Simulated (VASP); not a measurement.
# InPd (Pm-3m) in VASP: a series of runs, part 2 of 2

VASP 6.6.1. The steps go on from the part before.

## Step 4: Single point, PBE

This run uses another cell than the first one, of 17.16 Å³/atom, 1.043 times its volume.

File INCAR:

```
SYSTEM = InPd
  PREC = Accurate
  ENCUT = 520
  EDIFF = 1E-6
  ISMEAR = -1
  SIGMA = 0.05
  LREAL = .FALSE.
  LASPH = .TRUE.
  NELM = 100
  ALGO = Normal
  ISIF = 2
  LWAVE = .FALSE.
  LCHARG = .FALSE.
  GGA = PE
  NBANDS = 18
```

File KPOINTS:

```
regular mesh
0
G
  8 8 8
  0 0 0
```

File POSCAR:

```
InPd
1.0
    3.2499251601      0.0000000000      0.0000000000
    0.0000000000      3.2499251601      0.0000000000
    0.0000000000      0.0000000000      3.2499251601
In Pd
1 1
Direct
    0.0000000000      0.0000000000      0.0000000000
    0.5000000000      0.5000000000      0.5000000000
```

Potentials or basis: VASP PAW PBE potentials, release 64 (In_d, Pd).

On the command line:

```bash
$ cat potpaw_PBE.64/In_d/POTCAR potpaw_PBE.64/Pd/POTCAR > POTCAR
$ mpirun -np 1 vasp_std > vasp.out
```

OUTCAR:

```text
SYSTEM = InPd
   PREC = Accurate
   ENCUT = 520
   EDIFF = 1E-6
   ISMEAR = -1
   LREAL = .FALSE.
   LASPH = .TRUE.
   NELM = 100
   ISIF = 2
   GGA = PE

 ion  position               nearest neighbor table
   1  0.000  0.000  0.000-   2 2.81   2 2.81   2 2.81   2 2.81   2 2.81   2 2.81   2 2.81   2 2.81

   2  0.500  0.500  0.500-   1 2.81   1 2.81   1 2.81   1 2.81   1 2.81   1 2.81   1 2.81   1 2.81

  LATTYP: Found a simple cubic cell.
 ALAT       =     3.2499251601

  Lattice vectors:

 A1 = (   3.2499251601,   0.0000000000,   0.0000000000)
 A2 = (   0.0000000000,   3.2499251601,   0.0000000000)
 A3 = (   0.0000000000,   0.0000000000,   3.2499251601)

Analysis of symmetry for initial positions (statically):
=====================================================================
 Subroutine PRICEL returns:
 Original cell was already a primitive cell.

 Routine SETGRP: Setting up the symmetry group for a
 simple cubic supercell.

 Subroutine GETGRP returns: Found 48 space group operations
 (whereof 48 operations were pure point group operations)
 out of a pool of 48 trial point group operations.

The static configuration has the point symmetry O_h .

Analysis of symmetry for dynamics (positions and initial velocities):
=====================================================================
 Subroutine PRICEL returns:
 Original cell was already a primitive cell.

 Routine SETGRP: Setting up the symmetry group for a
 simple cubic supercell.

 Subroutine GETGRP returns: Found 48 space group operations
 (whereof 48 operations were pure point group operations)
 out of a pool of 48 trial point group operations.

The dynamic configuration has the point symmetry O_h .

 Subroutine INISYM returns: Found 48 space group operations
 (whereof 48 operations are pure point group operations),
 and found     1 'primitive' translations

----------------------------------------------------------------------------------------

                                     Primitive cell

  volume of cell :      34.3258

  direct lattice vectors                    reciprocal lattice vectors
     3.249925160  0.000000000  0.000000000     0.307699393  0.000000000  0.000000000
     0.000000000  3.249925160  0.000000000     0.000000000  0.307699393  0.000000000
     0.000000000  0.000000000  3.249925160     0.000000000  0.000000000  0.307699393

  length of vectors
     3.249925160  3.249925160  3.249925160     0.307699393  0.307699393  0.307699393

  position of ions in fractional coordinates (direct lattice)
     0.000000000  0.000000000  0.000000000
     0.500000000  0.500000000  0.500000000

  ion indices of the primitive-cell ions
   primitive index   ion index
                 1           1
                 2           2

----------------------------------------------------------------------------------------

 KPOINTS: regular mesh

Automatic generation of k-mesh.
 Grid dimensions read from file:
 generate k-points for:    8    8    8

 Generating k-lattice:

  Cartesian coordinates                     Fractional coordinates (reciprocal lattice)
     0.038462424  0.000000000  0.000000000     0.125000000  0.000000000  0.000000000
     0.000000000  0.038462424  0.000000000     0.000000000  0.125000000  0.000000000
     0.000000000  0.000000000  0.038462424     0.000000000  0.000000000  0.125000000

  Length of vectors
     0.038462424  0.038462424  0.038462424

  Shift w.r.t. Gamma in fractional coordinates (k-lattice)
     0.000000000  0.000000000  0.000000000

 Subroutine IBZKPT returns following result:
 ===========================================

 Found     35 irreducible k-points:

 Following reciprocal coordinates:
            Coordinates               Weight
  0.000000  0.000000  0.000000      1.000000
  0.125000  0.000000  0.000000      6.000000
  0.250000  0.000000  0.000000      6.000000
  0.375000  0.000000  0.000000      6.000000
  0.500000  0.000000  0.000000      3.000000
  0.125000  0.125000  0.000000     12.000000
[... 16 lines left out ...]
  0.375000  0.375000  0.125000     24.000000
  0.500000  0.375000  0.125000     24.000000
 [... further k-points ...]
   k-points           NKPTS =     35   k-points in BZ     NKDIM =     35   number of bands    NBANDS=     18
   number of dos      NEDOS =    301   number of ions     NIONS =      2
   total plane-waves  NPLWV =  13824
   dimension x,y,z NGX =    24 NGY =   24 NGZ =   24
   dimension x,y,z NGXF=    48 NGYF=   48 NGZF=   48
   ions per type =               1   1
   NGX,Y,Z   is equivalent  to a cutoff of  12.28, 12.28, 12.28 a.u.
   NGXF,Y,Z  is equivalent  to a cutoff of  24.55, 24.55, 24.55 a.u.
 SYSTEM =  InPd
   PREC   = accura    normal or accurate (medium, high low for compatibility)
   ISTART =      0    job   : 0-new  1-cont  2-samecut
   ICHARG =      2    charge: 1-file 2-atom 10-const
   ISPIN  =      1    spin polarized calculation?
   LNONCOLLINEAR =      F non collinear calculations
   LSORBIT =      F    spin-orbit coupling
   LASPH  =      T    aspherical Exc in radial PAW
   ENCUT  =  520.0 eV  38.22 Ry    6.18 a.u.   6.04  6.04  6.04*2*pi/ulx,y,z
   NELM   =    100;   NELMIN=  2; NELMDL= -5     # of ELM steps
   EDIFF  = 0.1E-05   stopping-criterion for ELM
   LREAL  =      F    real-space projection
   EDIFFG = 0.1E-04   stopping-criterion for IOM
   NSW    =      0    number of steps for IOM
   IBRION =     -1    ionic relax: 0-MD 1-quasi-New 2-CG
   NFREE  =      0    steps in history (QN), initial steepest desc. (CG)
   ISIF   =      2    stress and relaxation
   ISYM   =      2    0-nonsym 1-usesym 2-fastsym
   POTIM  = 0.5000    time-step for ionic-motion
   TEBEG  =    0.0;   TEEND  =   0.0 temperature during run
   PSTRESS=    0.0 pullay stress
   NELECT =      23.0000    total number of electrons
   NUPDOWN=      -1.0000    fix difference up-down
   EMIN   =  10.00;   EMAX   =-10.00  energy-range for DOS
   EFERMI =   0.00;   METHOD = LEGACY
   ISMEAR =    -1;   SIGMA  =   0.05  broadening in eV -4-tet -1-fermi 0-gaus
   EFERMI_NEDOS =   21; number of points for ismear=-14 and -15
   IALGO  =     38    algorithm
   IMIX   =      4    mixing-type and parameters
     AMIX     =   0.40;   BMIX     =  1.00
     AMIX_MAG =   1.60;   BMIX_MAG =  1.00
  volume/ion in A,a.u.               =      17.16       115.82
  Fermi-wavevector in a.u.,A,eV,Ry     =   1.432553  2.707133 27.921993  2.052209
  Thomas-Fermi vector in A             =   2.552168
   LORBIT       =      0    0 simple, 1 ext, 2 COOP (PROOUT), +10 PAW based schemes
   GGA     = PE    functional components
   LHFCALC =     F    Hartree Fock is set to
   AEXX    =    0.0000 exact exchange contribution
   IVDW    =     0    specifies the selected vdW correction
   LEPSILON=     F    determine dielectric tensor
   LRPA    =     F    only Hartree local field effects (RPA)
 non-spin polarized calculation
  energy-cutoff  :      520.00
  volume of cell :       34.33
 maximum number of plane-waves:       952
   NGX = 13   NGY = 13   NGZ = 13

 number of electron      22.9999989 magnetization

 Free energy of the ion-electron system (eV)
  ---------------------------------------------------
  ext. energy  EPLUGINS =         0.00000000
  ---------------------------------------------------
  free energy    TOTEN  =        -8.71552991 eV

  energy without entropy =       -8.70546700  energy(sigma->0) =       -8.71049845

 E-fermi :  10.7250     XC(G=0): -12.3465

 val. band max:       10.6936868216   @ k =   0.3750   0.3750   0.1250
 cond. band min:      10.8193766610   @ k =   0.5000   0.5000   0.5000
 fundamental gap:      0.1256898394
 Fermi energy:        10.7249761087

 k-point     1 :       0.0000    0.0000    0.0000
  band No.  band energies     occupation
      1      -4.2162      2.00000
      2      -4.2162      2.00000
      3      -3.7833      2.00000
      4      -3.7833      2.00000
      5      -3.7833      2.00000
      6       0.5782      2.00000
[... 10 lines left out ...]
     17      21.5266      0.00000
     18      26.8688      0.00000

 k-point     2 :       0.1250    0.0000    0.0000
  band No.  band energies     occupation
      1      -4.2070      2.00000
      2      -4.1618      2.00000
      3      -3.7997      2.00000
      4      -3.7997      2.00000
      5      -3.7782      2.00000
      6       0.8306      2.00000
[... 10 lines left out ...]
     17      23.0596      0.00000
     18      26.3649      0.00000
[... 442 lines left out ...]
 k-point    24 :       0.5000    0.3750    0.1250
  band No.  band energies     occupation
      1      -4.1151      2.00000
      2      -3.9622      2.00000
      3      -3.9491      2.00000
      4      -3.9277      2.00000
      5      -3.6172      2.00000
      6       4.5824      2.00000
[... 10 lines left out ...]
     17      21.9893      0.00000
     18      24.0144      0.00000

 [... further k-points ...]
[... 5 lines left out ...]
  --------------------------------------------------------------------------------------
  -------------------------------------------------------------------------------------
  Total        1.3993938      1.3993938      1.3993938      0.0000000     -0.0000000      0.0000000
  in kB       65.3176332     65.3176332     65.3176332      0.0000000     -0.0000000      0.0000000
  external PRESSURE =      65.3176332 kB  Pullay stress =       0.0000000 kB

 VOLUME and BASIS-vectors are now :
 -----------------------------------------------------------------------------
  energy-cutoff  :      520.00
  volume of cell :       34.33
      direct lattice vectors                 reciprocal lattice vectors
     3.249925160  0.000000000  0.000000000     0.307699393  0.000000000  0.000000000
     0.000000000  3.249925160  0.000000000     0.000000000  0.307699393  0.000000000
     0.000000000  0.000000000  3.249925160     0.000000000  0.000000000  0.307699393

 POSITION                                       TOTAL-FORCE (eV/Angst)
 -----------------------------------------------------------------------------------
      0.00000      0.00000      0.00000         0.000000      0.000000      0.000000
      1.62496      1.62496      1.62496         0.000000      0.000000      0.000000
 -----------------------------------------------------------------------------------
    total drift:                                0.000000      0.000000     -0.000000

  FREE ENERGIE OF THE ION-ELECTRON SYSTEM (eV)
  ---------------------------------------------------
  free  energy   TOTEN  =        -8.7155299111 eV

  energy  without entropy=       -8.7054669981  energy(sigma->0) =       -8.71049845
```

Run time: 7.5 s. Hardware: 1 thread of Intel Xeon 6975P-C (Granite Rapids), shared host; peak memory 0.15 GiB.

What came out:

```yaml
Free_energy: -8.7155 eV
Pressure: 6.5 GPa
```

Caveat: spin-orbit coupling is left out, which moves the levels of the heavy elements.

## Step 5: Single point, PBE

This run uses another cell than the first one, of 17.86 Å³/atom, 1.085 times its volume.

File INCAR:

```
PREC = Accurate
ENCUT = 520
EDIFF = 1E-6
ISMEAR = -1
SIGMA = 0.05
LREAL = F
LASPH = T
NELM = 80
ALGO = Normal
ISIF = 2
LWAVE = F
LCHARG = F
GGA = PE
NBANDS = 18
```

File KPOINTS:

```
Automatic mesh
0
Gamma
  8 8 8
```

File POSCAR:

```
InPd
1.0
    3.2935535226      0.0000000000      0.0000000000
    0.0000000000      3.2935535226      0.0000000000
    0.0000000000      0.0000000000      3.2935535226
In Pd
1 1
Direct
    0.0000000000      0.0000000000      0.0000000000
    0.5000000000      0.5000000000      0.5000000000
```

Potentials or basis: VASP PAW PBE potentials, release 64 (In_d, Pd).

On the command line:

```bash
$ cat potpaw_PBE.64/In_d/POTCAR potpaw_PBE.64/Pd/POTCAR > POTCAR
$ mpirun -np 1 vasp_std > vasp.out
```

OUTCAR:

```text
PREC = Accurate
   ENCUT = 520
   EDIFF = 1E-6
   ISMEAR = -1
   LREAL = F
   LASPH = T
   NELM = 80
   ISIF = 2
   GGA = PE

 ion  position               nearest neighbor table
   1  0.000  0.000  0.000-   2 2.85   2 2.85   2 2.85   2 2.85   2 2.85   2 2.85   2 2.85   2 2.85

   2  0.500  0.500  0.500-   1 2.85   1 2.85   1 2.85   1 2.85   1 2.85   1 2.85   1 2.85   1 2.85

  LATTYP: Found a simple cubic cell.
 ALAT       =     3.2935535226

  Lattice vectors:

 A1 = (   3.2935535226,   0.0000000000,   0.0000000000)
 A2 = (   0.0000000000,   3.2935535226,   0.0000000000)
 A3 = (   0.0000000000,   0.0000000000,   3.2935535226)

Analysis of symmetry for initial positions (statically):
=====================================================================
 Subroutine PRICEL returns:
 Original cell was already a primitive cell.

 Routine SETGRP: Setting up the symmetry group for a
 simple cubic supercell.

 Subroutine GETGRP returns: Found 48 space group operations
 (whereof 48 operations were pure point group operations)
 out of a pool of 48 trial point group operations.

The static configuration has the point symmetry O_h .

Analysis of symmetry for dynamics (positions and initial velocities):
=====================================================================
 Subroutine PRICEL returns:
 Original cell was already a primitive cell.

 Routine SETGRP: Setting up the symmetry group for a
 simple cubic supercell.

 Subroutine GETGRP returns: Found 48 space group operations
 (whereof 48 operations were pure point group operations)
 out of a pool of 48 trial point group operations.

The dynamic configuration has the point symmetry O_h .

 Subroutine INISYM returns: Found 48 space group operations
 (whereof 48 operations are pure point group operations),
[... 102 lines left out ...]
   ISIF   =      2    stress and relaxation
   ISYM   =      2    0-nonsym 1-usesym 2-fastsym
   POTIM  = 0.5000    time-step for ionic-motion
   TEBEG  =    0.0;   TEEND  =   0.0 temperature during run
   PSTRESS=    0.0 pullay stress
   NELECT =      23.0000    total number of electrons
   NUPDOWN=      -1.0000    fix difference up-down
   EMIN   =  10.00;   EMAX   =-10.00  energy-range for DOS
   EFERMI =   0.00;   METHOD = LEGACY
   ISMEAR =    -1;   SIGMA  =   0.05  broadening in eV -4-tet -1-fermi 0-gaus
   EFERMI_NEDOS =   21; number of points for ismear=-14 and -15
   IALGO  =     38    algorithm
   IMIX   =      4    mixing-type and parameters
     AMIX     =   0.40;   BMIX     =  1.00
     AMIX_MAG =   1.60;   BMIX_MAG =  1.00
  volume/ion in A,a.u.               =      17.86       120.55
  Fermi-wavevector in a.u.,A,eV,Ry     =   1.413577  2.671273 27.187150  1.998199
  Thomas-Fermi vector in A             =   2.535208
   LORBIT       =      0    0 simple, 1 ext, 2 COOP (PROOUT), +10 PAW based schemes
   GGA     = PE    functional components
   LHFCALC =     F    Hartree Fock is set to
   AEXX    =    0.0000 exact exchange contribution
   IVDW    =     0    specifies the selected vdW correction
   LEPSILON=     F    determine dielectric tensor
   LRPA    =     F    only Hartree local field effects (RPA)
 non-spin polarized calculation
  energy-cutoff  :      520.00
  volume of cell :       35.73
 maximum number of plane-waves:       992
   NGX = 13   NGY = 13   NGZ = 13

 number of electron      23.0000003 magnetization

 Free energy of the ion-electron system (eV)
  ---------------------------------------------------
  ext. energy  EPLUGINS =         0.00000000
  ---------------------------------------------------
  free energy    TOTEN  =        -8.74900493 eV

  energy without entropy =       -8.73887111  energy(sigma->0) =       -8.74393802

 E-fermi :  10.1039     XC(G=0): -12.1195

 val. band max:       10.0942734425   @ k =   0.3750   0.3750   0.1250
 cond. band min:      10.3829773735   @ k =   0.5000   0.3750   0.3750
 fundamental gap:      0.2887039310
 Fermi energy:        10.1039109499

 k-point     1 :       0.0000    0.0000    0.0000
  band No.  band energies     occupation
      1      -4.7349      2.00000
      2      -4.7349      2.00000
      3      -4.3499      2.00000
      4      -4.3499      2.00000
      5      -4.3499      2.00000
      6       0.2870      2.00000
[... 481 lines left out ...]
      5      -4.2018      2.00000
      6       4.1781      2.00000
[... 10 lines left out ...]
     17      21.1775      0.00000
     18      23.1150      0.00000

 [... further k-points ...]
[... 5 lines left out ...]
  --------------------------------------------------------------------------------------
  -------------------------------------------------------------------------------------
  Total        0.2520916      0.2520916      0.2520916      0.0000000      0.0000000     -0.0000000
  in kB       11.3051077     11.3051077     11.3051077      0.0000000      0.0000000     -0.0000000
  external PRESSURE =      11.3051077 kB  Pullay stress =       0.0000000 kB

 VOLUME and BASIS-vectors are now :
 -----------------------------------------------------------------------------
  energy-cutoff  :      520.00
  volume of cell :       35.73
      direct lattice vectors                 reciprocal lattice vectors
     3.293553523  0.000000000  0.000000000     0.303623425  0.000000000  0.000000000
     0.000000000  3.293553523  0.000000000     0.000000000  0.303623425  0.000000000
     0.000000000  0.000000000  3.293553523     0.000000000  0.000000000  0.303623425

 POSITION                                       TOTAL-FORCE (eV/Angst)
 -----------------------------------------------------------------------------------
      0.00000      0.00000      0.00000         0.000000      0.000000      0.000000
      1.64678      1.64678      1.64678         0.000000      0.000000      0.000000
 -----------------------------------------------------------------------------------
    total drift:                                0.000000      0.000000     -0.000000

  FREE ENERGIE OF THE ION-ELECTRON SYSTEM (eV)
  ---------------------------------------------------
  free  energy   TOTEN  =        -8.7490049273 eV

  energy  without entropy=       -8.7388711065  energy(sigma->0) =       -8.74393802
```

stdout:

```text
POSCAR found type information on POSCAR InPd
 POSCAR found :  2 types and       2 ions
 scaLAPACK will be used
 LDA part: xc-table for (Slater+PW92), standard interpolation
 POSCAR, INCAR and KPOINTS ok, starting setup
 FFT: planning ... GRIDC
 FFT: planning ... GRID_SOFT
 FFT: planning ... GRID
 WAVECAR not read
 entering main loop
```

Run time: 7.8 s. Hardware: 1 thread of Intel Xeon 6975P-C (Granite Rapids), shared host; peak memory 0.14 GiB.

Results:

| Item | Value |
| --- | --- |
| Free energy | -8.7490 eV |
| Pressure | 1.1 GPa |

Levels at points of the mesh, in eV from the Fermi level:
| k point | band 10 | band 11 | band 12 | band 13 | band 14 | band 15 |
| --- | --- | --- | --- | --- | --- | --- |
| (0.00, 0.00, 0.00) | -2.14 | -2.14 | 4.27 | 4.27 | 4.27 | 9.26 |
| (0.50, 0.00, 0.00) | -3.09 | -2.21 | -1.01 | 9.47 | 9.47 | 9.90 |
| (0.50, 0.50, 0.00) | -2.16 | -2.16 | -1.58 | 1.44 | 2.50 | 9.42 |
| (0.50, 0.50, 0.50) | -1.54 | -0.08 | 3.85 | 3.85 | 3.85 | 4.40 |

Caveat: spin-orbit coupling is left out, which moves the levels of the heavy elements.

## Step 6: Single point, PBE

This run uses another cell than the first one, of 18.56 Å³/atom, 1.128 times its volume.

File INCAR:

```
ALGO = Normal
EDIFF = 1E-6
ENCUT = 520
GGA = PE
ISIF = 2
ISMEAR = -1
LASPH = T
LCHARG = T
LELF = T
LREAL = F
LVHAR = T
LWAVE = F
NBANDS = 18
NELM = 80
PREC = Accurate
SIGMA = 0.05
```

File KPOINTS:

```
k-points
0
Gamma
  8 8 8
```

File POSCAR:

```
InPd
1.0
    3.3360556752      0.0000000000      0.0000000000
    0.0000000000      3.3360556752      0.0000000000
    0.0000000000      0.0000000000      3.3360556752
In Pd
1 1
Direct
    0.0000000000      0.0000000000      0.0000000000
    0.5000000000      0.5000000000      0.5000000000
```

Potentials or basis: VASP PAW PBE potentials, release 64 (In_d, Pd).

On the command line:

```bash
$ cat potpaw_PBE.64/In_d/POTCAR potpaw_PBE.64/Pd/POTCAR > POTCAR
$ mpirun -np 1 vasp_std > vasp.out
```

Run time: 14 s. Hardware: 1 thread of Intel Xeon 6975P-C (Granite Rapids), shared host; peak memory 0.17 GiB.

Results (log left out):

```yaml
Free_energy: -8.7407 eV
Pressure: -3.1 GPa
```

Levels at points of the mesh, in eV from the Fermi level:
```csv
k point,band 9,band 10,band 11,band 12,band 13,band 14
"(0.00, 0.00, 0.00)",-2.05,-2.05,-2.05,4.20,4.20,4.20
"(0.50, 0.00, 0.00)",-2.94,-2.94,-2.11,-0.98,9.14,9.14
"(0.50, 0.50, 0.00)",-2.44,-2.02,-2.02,-1.52,1.26,2.38
"(0.50, 0.50, 0.50)",-1.49,-1.49,-0.24,3.80,3.80,3.80
```

Caveat: spin-orbit coupling is left out, which moves the levels of the heavy elements.

## Step 7: Overview

```csv
cell,gap on the mesh (eV),pressure (GPa)
"a = 3.205 Å, 2 atoms",none,13.5
"a = 3.228 Å, 2 atoms",none,10.0
"a = 3.250 Å, 2 atoms",none,6.5
"a = 3.294 Å, 2 atoms",none,1.1
"a = 3.336 Å, 2 atoms",none,-3.1
```

Alike in all rows: task single point; level PBE; potentials or basis VASP PAW PBE potentials, release 64 (In_d, Pd); no spin polarisation; k mesh 8 × 8 × 8; cutoff (eV) 520; smearing fermi-dirac 0.05 eV.

Caveats: spin-orbit coupling is left out, which moves the levels of the heavy elements.

Absolute energies hang on the potentials; compare differences alone.
